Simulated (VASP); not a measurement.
# Hf in VASP: single point with PBE+D3(BJ)

Aim: the single point of Hf with PBE+D3(BJ).

Everything below comes from runs of VASP 6.6.1. Logs are shortened: lines on timing, memory, paths and dates and some standing lists are left out, and cuts for length are marked.

## Step 1: The cell of the first run

The cell holds a slab with vacuum, 3 atoms: a = 3.091 Å, b = 3.091 Å, c = 21.907 Å, α = 90.00°, β = 90.00°, γ = 120.00°.

## Step 2: Single point, PBE+D3(BJ)

INCAR reads:

```
PREC = Accurate ; ENCUT = 400
EDIFF = 1E-6 ; ISMEAR = 1
SIGMA = 0.1 ; LREAL = F
LASPH = T ; NELM = 120
ALGO = Normal ; ISIF = 2
LWAVE = F ; LCHARG = F
LDIPOL = T ; IDIPOL = 3
DIPOL = 0.5 0.5 0.433 ; GGA = PE
IVDW = 12 ; NBANDS = 22
GGA_COMPAT = F ; NELMDL = -8
```

KPOINTS reads:

```
regular mesh
0
Gamma
  12 12 1
```

POSCAR reads:

```
Hf
1.0
    3.0912746496      0.0000000000      0.0000000000
   -1.5456373248      2.6771223766      0.0000000000
    0.0000000000      0.0000000000     21.9067976069
Hf
3
Direct
    0.6666666667      0.3333333333      0.3195355216
    0.3333333333      0.6666666667      0.4299700648
    0.6666666667      0.3333333333      0.5483343560
```

Potentials or basis: VASP PAW PBE potentials, release 64 (Hf_pv).

On the command line:

```
$ cat potpaw_PBE.64/Hf_pv/POTCAR > POTCAR
$ mpirun -np 1 vasp_std > vasp.out
```

OUTCAR:

```text
PREC = Accurate
   ENCUT = 400
   EDIFF = 1E-6
   ISMEAR = 1
   LREAL = F
   LASPH = T
   NELM = 120
   ISIF = 2
   GGA = PE
   IVDW = 12
   NELMDL = -8
 IVDW          = 12

 ion  position               nearest neighbor table
   1  0.667  0.333  0.320-   2 3.01   2 3.01   2 3.01
   2  0.333  0.667  0.430-   1 3.01   1 3.01   1 3.01   3 3.15   3 3.15   3 3.15
   3  0.667  0.333  0.548-   2 3.15   2 3.15   2 3.15

  LATTYP: Found a hexagonal cell.
 ALAT       =     3.0912746496
 C/A-ratio  =     7.0866552119

  Lattice vectors:

 A1 = (   3.0912746496,   0.0000000000,   0.0000000000)
 A2 = (  -1.5456373248,   2.6771223766,   0.0000000000)
 A3 = (   0.0000000000,   0.0000000000,  21.9067976069)

Analysis of symmetry for initial positions (statically):
=====================================================================
 Subroutine PRICEL returns:
 Original cell was already a primitive cell.

 Routine SETGRP: Setting up the symmetry group for a
 hexagonal supercell.

 Subroutine GETGRP returns: Found  6 space group operations
 (whereof  6 operations were pure point group operations)
 out of a pool of 24 trial point group operations.

The static configuration has the point symmetry C_3v.

Analysis of symmetry for dynamics (positions and initial velocities):
=====================================================================
 Subroutine PRICEL returns:
 Original cell was already a primitive cell.

 Routine SETGRP: Setting up the symmetry group for a
 hexagonal supercell.

 Subroutine GETGRP returns: Found  6 space group operations
 (whereof  6 operations were pure point group operations)
 out of a pool of 24 trial point group operations.

The dynamic configuration has the point symmetry C_3v.

 Subroutine INISYM returns: Found  6 space group operations
 (whereof  6 operations are pure point group operations),
 and found     1 'primitive' translations

----------------------------------------------------------------------------------------

                                     Primitive cell

  volume of cell :     181.2945

  direct lattice vectors                    reciprocal lattice vectors
     3.091274650  0.000000000  0.000000000     0.323491153  0.186767704  0.000000000
    -1.545637325  2.677122377  0.000000000     0.000000000  0.373535408  0.000000000
     0.000000000  0.000000000 21.906797607     0.000000000  0.000000000  0.045647932

  length of vectors
     3.091274650  3.091274650 21.906797607     0.373535408  0.373535408  0.045647932

  position of ions in fractional coordinates (direct lattice)
     0.666666667  0.333333333  0.319535522
     0.333333333  0.666666667  0.429970065
     0.666666667  0.333333333  0.548334356

  ion indices of the primitive-cell ions
   primitive index   ion index
                 1           1
                 2           2
                 3           3

----------------------------------------------------------------------------------------

 KPOINTS: regular mesh

Automatic generation of k-mesh.
 Grid dimensions read from file:
 generate k-points for:   12   12    1

 Generating k-lattice:

  Cartesian coordinates                     Fractional coordinates (reciprocal lattice)
     0.026957596  0.015563975  0.000000000     0.083333333  0.000000000  0.000000000
     0.000000000  0.031127951  0.000000000     0.000000000  0.083333333  0.000000000
     0.000000000  0.000000000  0.045647932     0.000000000  0.000000000  1.000000000

  Length of vectors
     0.031127951  0.031127951  0.045647932

  Shift w.r.t. Gamma in fractional coordinates (k-lattice)
     0.000000000  0.000000000  0.000000000

 Subroutine IBZKPT returns following result:
 ===========================================

 Found     19 irreducible k-points:

 Following reciprocal coordinates:
            Coordinates               Weight
  0.000000  0.000000  0.000000      1.000000
  0.083333  0.000000  0.000000      6.000000
  0.166667 -0.000000  0.000000      6.000000
  0.250000  0.000000  0.000000      6.000000
  0.333333  0.000000  0.000000      6.000000
  0.416667 -0.000000  0.000000      6.000000
[... 11 lines left out ...]
  0.333333  0.250000  0.000000     12.000000
  0.333333  0.333333  0.000000      2.000000
   k-points           NKPTS =     19   k-points in BZ     NKDIM =     19   number of bands    NBANDS=     22
   number of dos      NEDOS =    301   number of ions     NIONS =      3
   total plane-waves  NPLWV =  57600
   dimension x,y,z NGX =    20 NGY =   20 NGZ =  144
   dimension x,y,z NGXF=    40 NGYF=   40 NGZF=  288
   ions per type =               3
   NGX,Y,Z   is equivalent  to a cutoff of  10.76, 10.76, 10.93 a.u.
   NGXF,Y,Z  is equivalent  to a cutoff of  21.51, 21.51, 21.86 a.u.
 SYSTEM =  unknown system
   PREC   = accura    normal or accurate (medium, high low for compatibility)
   ISTART =      0    job   : 0-new  1-cont  2-samecut
   ICHARG =      2    charge: 1-file 2-atom 10-const
   ISPIN  =      1    spin polarized calculation?
   LNONCOLLINEAR =      F non collinear calculations
   LSORBIT =      F    spin-orbit coupling
   LASPH  =      T    aspherical Exc in radial PAW
   ENCUT  =  400.0 eV  29.40 Ry    5.42 a.u.   5.04  5.04 35.72*2*pi/ulx,y,z
   NELM   =    120;   NELMIN=  2; NELMDL= -8     # of ELM steps
   EDIFF  = 0.1E-05   stopping-criterion for ELM
   LREAL  =      F    real-space projection
   EDIFFG = 0.1E-04   stopping-criterion for IOM
   NSW    =      0    number of steps for IOM
   IBRION =     -1    ionic relax: 0-MD 1-quasi-New 2-CG
   NFREE  =      0    steps in history (QN), initial steepest desc. (CG)
   ISIF   =      2    stress and relaxation
   ISYM   =      2    0-nonsym 1-usesym 2-fastsym
   POTIM  = 0.5000    time-step for ionic-motion
   TEBEG  =    0.0;   TEEND  =   0.0 temperature during run
   PSTRESS=    0.0 pullay stress
   NELECT =      30.0000    total number of electrons
   NUPDOWN=      -1.0000    fix difference up-down
   EMIN   =  10.00;   EMAX   =-10.00  energy-range for DOS
   EFERMI =   0.00;   METHOD = LEGACY
   ISMEAR =     1;   SIGMA  =   0.10  broadening in eV -4-tet -1-fermi 0-gaus
   EFERMI_NEDOS =   21; number of points for ismear=-14 and -15
   IALGO  =     38    algorithm
   IMIX   =      4    mixing-type and parameters
     AMIX     =   0.40;   BMIX     =  1.00
     AMIX_MAG =   1.60;   BMIX_MAG =  1.00
  volume/ion in A,a.u.               =      60.43       407.81
  Fermi-wavevector in a.u.,A,eV,Ry     =   0.898781  1.698449 10.990875  0.807807
  Thomas-Fermi vector in A             =   2.021533
   LORBIT       =      0    0 simple, 1 ext, 2 COOP (PROOUT), +10 PAW based schemes
   GGA     = PE    functional components
   LHFCALC =     F    Hartree Fock is set to
   AEXX    =    0.0000 exact exchange contribution
   IVDW    =    12    specifies the selected vdW correction
   LEPSILON=     F    determine dielectric tensor
   LRPA    =     F    only Hartree local field effects (RPA)
 non-spin polarized calculation
 Methfessel and Paxton  Order N= 1 SIGMA  =   0.10
  energy-cutoff  :      400.00
  volume of cell :      181.29
 maximum number of plane-waves:      3333
   NGX = 11   NGY = 11   NGZ = 71

 dipolmoment           0.000000      0.000000      0.002387 electrons x Angstroem

 number of electron      30.0000002 magnetization

 dipolmoment           0.000000      0.000000     -0.007704 electrons x Angstroem

 Free energy of the ion-electron system (eV)
  ---------------------------------------------------
  ext. energy  EPLUGINS =         0.00000000
  ---------------------------------------------------
  free energy    TOTEN  =       -27.81362213 eV

  energy without entropy =      -27.81149014  energy(sigma->0) =      -27.81291147

 E-fermi :  -0.8761     XC(G=0):  -4.9688

 val. band max:       -0.8947483517   @ k =   0.0833   0.0833   0.0000
 cond. band min:      -0.8754999084   @ k =   0.5000   0.0000   0.0000
 fundamental gap:      0.0192484434
 Fermi energy:        -0.8760630014

 k-point     1 :       0.0000    0.0000    0.0000
  band No.  band energies     occupation
      1     -31.7054      2.00000
      2     -31.5268      2.00000
      3     -31.0289      2.00000
      4     -31.0289      2.00000
      5     -30.9659      2.00000
      6     -30.9659      2.00000
[... 14 lines left out ...]
     21       1.0705     -0.00000
     22       1.0705     -0.00000

 k-point     2 :       0.0833    0.0000    0.0000
  band No.  band energies     occupation
      1     -31.6903      2.00000
      2     -31.5223      2.00000
      3     -31.0848      2.00000
      4     -31.0413      2.00000
      5     -31.0284      2.00000
      6     -30.9789      2.00000
[... 14 lines left out ...]
     21       0.9395     -0.00000
     22       1.2664      0.00000

 k-point     3 :       0.1667   -0.0000    0.0000
  band No.  band energies     occupation
      1     -31.6489      2.00000
      2     -31.5124      2.00000
      3     -31.2323      2.00000
      4     -31.1819      2.00000
      5     -31.0752      2.00000
      6     -31.0142      2.00000
[... 14 lines left out ...]
     21       1.3593      0.00000
     22       1.8305      0.00000
[... 351 lines left out ...]
 k-point    18 :       0.3333    0.2500    0.0000
  band No.  band energies     occupation
      1     -31.6737      2.00000
      2     -31.6305      2.00000
      3     -31.5192      2.00000
      4     -31.4466      2.00000
      5     -31.4158      2.00000
      6     -31.3967      2.00000
[... 14 lines left out ...]
     21       2.9837      0.00000
     22       3.2591      0.00000

 k-point    19 :       0.3333    0.3333    0.0000
  band No.  band energies     occupation
      1     -31.5983      2.00000
      2     -31.5718      2.00000
      3     -31.5329      2.00000
      4     -31.5203      2.00000
      5     -31.5078      2.00000
      6     -31.3963      2.00000
[... 14 lines left out ...]
     21       3.0477      0.00000
     22       3.4489      0.00000

------------------------ aborting loop because EDIFF is reached ----------------------------------------

 vacuum level on the upper side and lower side of the slab       (xc-potential included)        -0.282        -0.126

 Edisp (eV)   -0.94044

 E8    (eV) :    -0.5253

  FORCE on cell =-STRESS in cart. coord.  units (eV):
  Direction    XX          YY          ZZ          XY          YZ          ZX
  --------------------------------------------------------------------------------------
  -------------------------------------------------------------------------------------
  Total      -0.03455    -0.03455    -0.45566     0.00000     0.00000     0.00000
  in kB      -0.30530    -0.30530    -4.02687     0.00000     0.00000     0.00000
  external pressure =       -1.55 kB  Pullay stress =        0.00 kB

 VOLUME and BASIS-vectors are now :
 -----------------------------------------------------------------------------
  energy-cutoff  :      400.00
  volume of cell :      181.29
      direct lattice vectors                 reciprocal lattice vectors
     3.091274650  0.000000000  0.000000000     0.323491153  0.186767704  0.000000000
    -1.545637325  2.677122377  0.000000000     0.000000000  0.373535408  0.000000000
     0.000000000  0.000000000 21.906797607     0.000000000  0.000000000  0.045647932

 POSITION                                       TOTAL-FORCE (eV/Angst)
 -----------------------------------------------------------------------------------
      1.54564      0.89237      7.00000         0.000000     -0.000000     -0.172984
     -0.00000      1.78475      9.41927         0.000000      0.000000      0.492444
      1.54564      0.89237     12.01225         0.000000      0.000000     -0.319460
 -----------------------------------------------------------------------------------
    total drift:                                0.000000     -0.000000      0.000441

  FREE ENERGIE OF THE ION-ELECTRON SYSTEM (eV)
  ---------------------------------------------------
  free  energy   TOTEN  =       -28.7540647528 eV

  energy  without entropy=      -28.7519327586  energy(sigma->0) =      -28.75335409

 vacuum level on the upper side and lower side of the slab         3.204         3.360
```

Run time: 89 s. Hardware: 1 thread of Intel Xeon Platinum 8559C (Emerald Rapids), shared host; peak memory 0.24 GiB.

Results:

- Free energy: -28.7541 eV
- Largest force: 0.492 eV/Å
- Band gap on the k mesh: zero (band 15 reaches -0.32 eV, above the bottom of band 16 at -1.21 eV)
- Dispersion energy per atom: -0.313 eV

Forces on the atoms (eV/Å):
```
Hf   0.000  0.000 -0.173
Hf   0.000  0.000  0.492
Hf   0.000  0.000 -0.319
```

Caveat: spin-orbit coupling is left out, which moves the levels of the heavy elements.
